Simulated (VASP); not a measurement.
# HgSe (zinc blende type) (F-43m) in VASP: single point with HSE06

Aim: the single point of HgSe (zinc blende type) with HSE06.

All numbers are computed with VASP 6.6.1; they aren't measurements. Logs are shortened: lines on timing, memory, paths and dates and some standing lists are left out, and cuts for length are marked.

**1. The cell of the first run**

It takes space group F-43m (No. 216, cubic). Conventional cell: a = 6.270 Å, b = 6.270 Å, c = 6.270 Å, α = 90.00°, β = 90.00°, γ = 90.00°. Hg (site symmetry -43m) has 4 Se at 2.71 Å within 3.6 Å. Se (site symmetry -43m) has 4 Hg at 2.71 Å within 3.6 Å.

**2. Single point, HSE06**

The input, POSCAR:

```
HgSe
1.0
    0.0000000000      3.1350000000      3.1350000000
    3.1350000000      0.0000000000      3.1350000000
    3.1350000000      3.1350000000      0.0000000000
Hg Se
1 1
Direct
    0.0000000000      0.0000000000      0.0000000000
    0.2500000000      0.2500000000      0.2500000000
```

The input, INCAR.step1:

```
ALGO     = Normal         # electronic algorithm
EDIFF    = 1E-5           # SCF threshold, eV
ENCUT    = 400            # plane-wave cutoff, eV
GGA      = PE             # functional
GGA_COMPAT= F            
ISIF     = 2              # what is computed and relaxed
ISMEAR   = -1             # smearing method
LASPH    = T              # aspherical terms in the spheres
LCHARG   = F              # write CHGCAR
LREAL    = F              # projectors in reciprocal space
LWAVE    = T              # write WAVECAR
NBANDS   = 16             # bands
NELM     = 120            # most SCF steps
PREC     = Accurate       # precision mode
SIGMA    = 0.02           # smearing width, eV
```

The input, INCAR.step2:

```
ALGO     = Normal         # electronic algorithm
EDIFF    = 1E-6           # SCF threshold, eV
ENCUT    = 400            # plane-wave cutoff, eV
GGA      = PE             # functional
GGA_COMPAT= F            
HFSCREEN = 0.2079         # screening, 1/A
ISIF     = 2              # what is computed and relaxed
ISMEAR   = -1             # smearing method
ISTART   = 1            
LASPH    = T              # aspherical terms in the spheres
LCHARG   = F              # write CHGCAR
LHFCALC  = T              # exact exchange
LREAL    = F              # projectors in reciprocal space
LWAVE    = F              # write WAVECAR
NBANDS   = 16             # bands
NELM     = 120            # most SCF steps
PREC     = Accurate       # precision mode
PRECFOCK = Normal       
SIGMA    = 0.02           # smearing width, eV
```

The input, KPOINTS:

```
k-points
0
Gamma
  6 6 6
```

Potentials or basis: VASP PAW PBE potentials, release 64 (Hg, Se).

Launch:

```
> cat potpaw_PBE.64/Hg/POTCAR potpaw_PBE.64/Se/POTCAR > POTCAR
> cp INCAR.step1 INCAR
> mpirun -np 1 vasp_std > vasp.out
> cp INCAR.step2 INCAR
> mpirun -np 1 vasp_std > vasp.out
```

OUTCAR:

```text
EDIFF = 1E-6
   ENCUT = 400
   GGA = PE
   HFSCREEN = 0.2079
   ISIF = 2
   ISMEAR = -1
   ISTART = 1
   LASPH = T
   LHFCALC = T
   LREAL = F
   NELM = 120
   PREC = Accurate
   PRECFOCK = Normal

 ion  position               nearest neighbor table
   1  0.000  0.000  0.000-   2 2.71   2 2.71   2 2.71   2 2.71
   2  0.250  0.250  0.250-   1 2.71   1 2.71   1 2.71   1 2.71

  LATTYP: Found a face centered cubic cell.
 ALAT       =     6.2700000000

  Lattice vectors:

 A1 = (   0.0000000000,   3.1350000000,   3.1350000000)
 A2 = (   3.1350000000,   0.0000000000,   3.1350000000)
 A3 = (   3.1350000000,   3.1350000000,   0.0000000000)

Analysis of symmetry for initial positions (statically):
=====================================================================
 Subroutine PRICEL returns:
 Original cell was already a primitive cell.

 Routine SETGRP: Setting up the symmetry group for a
 face centered cubic supercell.

 Subroutine GETGRP returns: Found 24 space group operations
 (whereof 24 operations were pure point group operations)
 out of a pool of 48 trial point group operations.

The static configuration has the point symmetry T_d .

Analysis of symmetry for dynamics (positions and initial velocities):
=====================================================================
 Subroutine PRICEL returns:
 Original cell was already a primitive cell.

 Routine SETGRP: Setting up the symmetry group for a
 face centered cubic supercell.

 Subroutine GETGRP returns: Found 24 space group operations
 (whereof 24 operations were pure point group operations)
 out of a pool of 48 trial point group operations.

The dynamic configuration has the point symmetry T_d .

 Subroutine INISYM returns: Found 24 space group operations
 (whereof 24 operations are pure point group operations),
 and found     1 'primitive' translations

----------------------------------------------------------------------------------------

                                     Primitive cell

  volume of cell :      61.6230

  direct lattice vectors                    reciprocal lattice vectors
     0.000000000  3.135000000  3.135000000    -0.159489633  0.159489633  0.159489633
     3.135000000  0.000000000  3.135000000     0.159489633 -0.159489633  0.159489633
     3.135000000  3.135000000  0.000000000     0.159489633  0.159489633 -0.159489633

  length of vectors
     4.433559518  4.433559518  4.433559518     0.276244148  0.276244148  0.276244148

  position of ions in fractional coordinates (direct lattice)
     0.000000000  0.000000000  0.000000000
     0.250000000  0.250000000  0.250000000

  ion indices of the primitive-cell ions
   primitive index   ion index
                 1           1
                 2           2

----------------------------------------------------------------------------------------

 KPOINTS: k-points

Automatic generation of k-mesh.
 Grid dimensions read from file:
 generate k-points for:    6    6    6

 Generating k-lattice:

  Cartesian coordinates                     Fractional coordinates (reciprocal lattice)
    -0.026581606  0.026581606  0.026581606     0.166666667  0.000000000  0.000000000
     0.026581606 -0.026581606  0.026581606     0.000000000  0.166666667  0.000000000
     0.026581606  0.026581606 -0.026581606     0.000000000  0.000000000  0.166666667

  Length of vectors
     0.046040691  0.046040691  0.046040691

  Shift w.r.t. Gamma in fractional coordinates (k-lattice)
     0.000000000  0.000000000  0.000000000

 Subroutine IBZKPT returns following result:
 ===========================================

 Found     16 irreducible k-points:

 Following reciprocal coordinates:
            Coordinates               Weight
  0.000000  0.000000  0.000000      1.000000
  0.166667  0.000000  0.000000      8.000000
  0.333333  0.000000  0.000000      8.000000
  0.500000  0.000000  0.000000      4.000000
  0.166667  0.166667  0.000000      6.000000
  0.333333  0.166667  0.000000     24.000000
[... 8 lines left out ...]
 -0.333333  0.333333  0.166667     24.000000
 -0.333333  0.500000  0.166667     12.000000
   k-points           NKPTS =     16   k-points in BZ     NKDIM =    216   number of bands    NBANDS=     16
   number of dos      NEDOS =    301   number of ions     NIONS =      2
   total plane-waves  NPLWV =  27000
   dimension x,y,z NGX =    30 NGY =   30 NGZ =   30
   dimension x,y,z NGXF=    60 NGYF=   60 NGZF=   60
   ions per type =               1   1
   NGX,Y,Z   is equivalent  to a cutoff of  11.25, 11.25, 11.25 a.u.
   NGXF,Y,Z  is equivalent  to a cutoff of  22.50, 22.50, 22.50 a.u.
 SYSTEM =  unknown system
   PREC   = accura    normal or accurate (medium, high low for compatibility)
   ISTART =      1    job   : 0-new  1-cont  2-samecut
   ICHARG =      0    charge: 1-file 2-atom 10-const
   ISPIN  =      1    spin polarized calculation?
   LNONCOLLINEAR =      F non collinear calculations
   LSORBIT =      F    spin-orbit coupling
   LASPH  =      T    aspherical Exc in radial PAW
   ENCUT  =  400.0 eV  29.40 Ry    5.42 a.u.   7.23  7.23  7.23*2*pi/ulx,y,z
   NELM   =    120;   NELMIN=  2; NELMDL=  0     # of ELM steps
   EDIFF  = 0.1E-05   stopping-criterion for ELM
   LREAL  =      F    real-space projection
   EDIFFG = 0.1E-04   stopping-criterion for IOM
   NSW    =      0    number of steps for IOM
   IBRION =     -1    ionic relax: 0-MD 1-quasi-New 2-CG
   NFREE  =      0    steps in history (QN), initial steepest desc. (CG)
   ISIF   =      2    stress and relaxation
   ISYM   =      3    0-nonsym 1-usesym 2-fastsym
   POTIM  = 0.5000    time-step for ionic-motion
   TEBEG  =    0.0;   TEEND  =   0.0 temperature during run
   PSTRESS=    0.0 pullay stress
   NELECT =      18.0000    total number of electrons
   NUPDOWN=      -1.0000    fix difference up-down
   EMIN   =  10.00;   EMAX   =-10.00  energy-range for DOS
   EFERMI =   0.00;   METHOD = LEGACY
   ISMEAR =    -1;   SIGMA  =   0.02  broadening in eV -4-tet -1-fermi 0-gaus
   EFERMI_NEDOS =   21; number of points for ismear=-14 and -15
   IALGO  =     38    algorithm
   IMIX   =      1    mixing-type and parameters
     AMIX     =   0.40;   BMIX     =  1.00
     AMIX_MAG =   1.60;   BMIX_MAG =  1.00
  volume/ion in A,a.u.               =      30.81       207.93
  Fermi-wavevector in a.u.,A,eV,Ry     =   1.086221  2.052660 16.053183  1.179876
  Thomas-Fermi vector in A             =   2.222353
   LORBIT       =      0    0 simple, 1 ext, 2 COOP (PROOUT), +10 PAW based schemes
   GGA     = PE    functional components
   LHFCALC =     T    Hartree Fock is set to
   PRECFOCK=normal    Normal, Fast or Accurate (Low or Medium for compatibility)
   ENCUT4O =  -1.0   cutoff for four orbital integrals eV
   NKREDX  =     1    reduce k-point grid by
   NKREDY  =     1    reduce k-point grid by
   NKREDZ  =     1    reduce k-point grid by
   AEXX    =    0.2500 exact exchange contribution
   HFSCREEN=    0.2079 screening length (either q_TF or 0.3 A-1)
   HFSCREENC=   0.2079 screening length for correlation (either q_TF or 0.3 A-1)
   ENCUTFOCK=  -1.0 apply spherical cutoff to Coloumb kernel
   IVDW    =     0    specifies the selected vdW correction
   LEPSILON=     F    determine dielectric tensor
   LRPA    =     F    only Hartree local field effects (RPA)
 non-spin polarized calculation
  energy-cutoff  :      400.00
  volume of cell :       61.62
 maximum number of plane-waves:      1139
 NGX is ok and might be reduce to    30
  NGX = 24; NGY = 24; NGZ = 24

 number of electron      18.0000007 magnetization

 Free energy of the ion-electron system (eV)
  ---------------------------------------------------
  ext. energy  EPLUGINS =         0.00000000
  ---------------------------------------------------
  free energy    TOTEN  =        -5.26698421 eV

  energy without entropy =       -5.26663048  energy(sigma->0) =       -5.26680734

 E-fermi :   0.3926     XC(G=0):  -7.1916

 val. band max:        0.3787728484   @ k =   0.0000   0.0000   0.0000
 cond. band min:       1.7622697252   @ k =   0.1667   0.0000   0.0000
 fundamental gap:      1.3834968768
 Fermi energy:         0.3926364291

 k-point     1 :       0.0000    0.0000    0.0000
  band No.  band energies     occupation
      1     -13.6269      2.00000
      2      -7.3089      2.00000
      3      -7.3089      2.00000
      4      -7.3089      2.00000
      5      -6.7122      2.00000
      6      -6.7122      2.00000
[... 8 lines left out ...]
     15      12.5956      0.00000
     16      12.5956      0.00000

 k-point     2 :       0.1667    0.0000    0.0000
  band No.  band energies     occupation
      1     -13.5240      2.00000
      2      -7.2662      2.00000
      3      -7.2662      2.00000
      4      -7.2264      2.00000
      5      -6.7137      2.00000
      6      -6.7137      2.00000
[... 8 lines left out ...]
     15      11.5509      0.00000
     16      11.5509      0.00000

 k-point     3 :       0.3333    0.0000    0.0000
  band No.  band energies     occupation
      1     -13.3108      2.00000
      2      -7.1929      2.00000
      3      -7.1929      2.00000
      4      -6.8779      2.00000
      5      -6.6981      2.00000
      6      -6.6981      2.00000
[... 8 lines left out ...]
     15      11.8470      0.00000
     16      11.8470      0.00000

 k-point     4 :       0.5000    0.0000    0.0000
  band No.  band energies     occupation
      1     -13.2005      2.00000
      2      -7.1650      2.00000
      3      -7.1650      2.00000
      4      -6.6776      2.00000
      5      -6.6776      2.00000
      6      -6.4260      2.00000
[... 8 lines left out ...]
     15      13.1575      0.00000
     16      13.1575      0.00000
[... 172 lines left out ...]
 k-point    14 :       0.5000    0.3333    0.1667
  band No.  band energies     occupation
      1     -13.1682      2.00000
      2      -7.0998      2.00000
      3      -7.0738      2.00000
      4      -6.8582      2.00000
      5      -6.6767      2.00000
      6      -6.5506      2.00000
[... 8 lines left out ...]
     15      13.2192      0.00000
     16      14.0170      0.00000

 k-point    15 :      -0.3333    0.3333    0.1667
  band No.  band energies     occupation
      1     -13.0952      2.00000
      2      -7.0758      2.00000
      3      -7.0357      2.00000
      4      -6.7587      2.00000
      5      -6.7081      2.00000
      6      -6.2820      2.00000
[... 8 lines left out ...]
     15      12.9461      0.00000
     16      14.0239      0.00000

 k-point    16 :      -0.3333    0.5000    0.1667
  band No.  band energies     occupation
      1     -13.0591      2.00000
      2      -7.0425      2.00000
      3      -6.9771      2.00000
      4      -6.8261      2.00000
      5      -6.6790      2.00000
      6      -6.2393      2.00000
[... 8 lines left out ...]
     15      13.7814      0.00000
     16      13.8459      0.00000

------------------------ aborting loop because EDIFF is reached ----------------------------------------

  FORCE on cell =-STRESS in cart. coord.  units (eV):
  Direction    XX          YY          ZZ          XY          YZ          ZX
  --------------------------------------------------------------------------------------
  -------------------------------------------------------------------------------------
  Total       -0.7272162     -0.7272162     -0.7272162      0.0000000      0.0000000     -0.0000000
  in kB      -18.9073863    -18.9073863    -18.9073863      0.0000000      0.0000000     -0.0000000
  external PRESSURE =     -18.9073863 kB  Pullay stress =       0.0000000 kB

 VOLUME and BASIS-vectors are now :
 -----------------------------------------------------------------------------
  energy-cutoff  :      400.00
  volume of cell :       61.62
      direct lattice vectors                 reciprocal lattice vectors
     0.000000000  3.135000000  3.135000000    -0.159489633  0.159489633  0.159489633
     3.135000000  0.000000000  3.135000000     0.159489633 -0.159489633  0.159489633
     3.135000000  3.135000000  0.000000000     0.159489633  0.159489633 -0.159489633

 POSITION                                       TOTAL-FORCE (eV/Angst)
 -----------------------------------------------------------------------------------
      0.00000      0.00000      0.00000         0.000000      0.000000      0.000000
      1.56750      1.56750      1.56750        -0.000000     -0.000000     -0.000000
 -----------------------------------------------------------------------------------
    total drift:                                0.000016      0.000021      0.000013

  FREE ENERGIE OF THE ION-ELECTRON SYSTEM (eV)
  ---------------------------------------------------
  free  energy   TOTEN  =        -5.2669842112 eV

  energy  without entropy=       -5.2666304771  energy(sigma->0) =       -5.26680734
```

It took 42 min on 1 thread of Intel Xeon Platinum 8259CL at 2.50GHz (Skylake/Cascade Lake), shared host; peak memory 0.29 GiB.

What came out:

- Free energy: -5.2670 eV
- Pressure: -1.9 GPa
- Band gap on the k mesh: zero (filled and empty bands touch)

Caveat: the PAW data sets were made with another functional, which shifts forces and pressure a little; spin-orbit coupling is left out, which moves the levels of the heavy elements.

The gap in the log of VASP goes by the Fermi energy; the results here count the filled bands.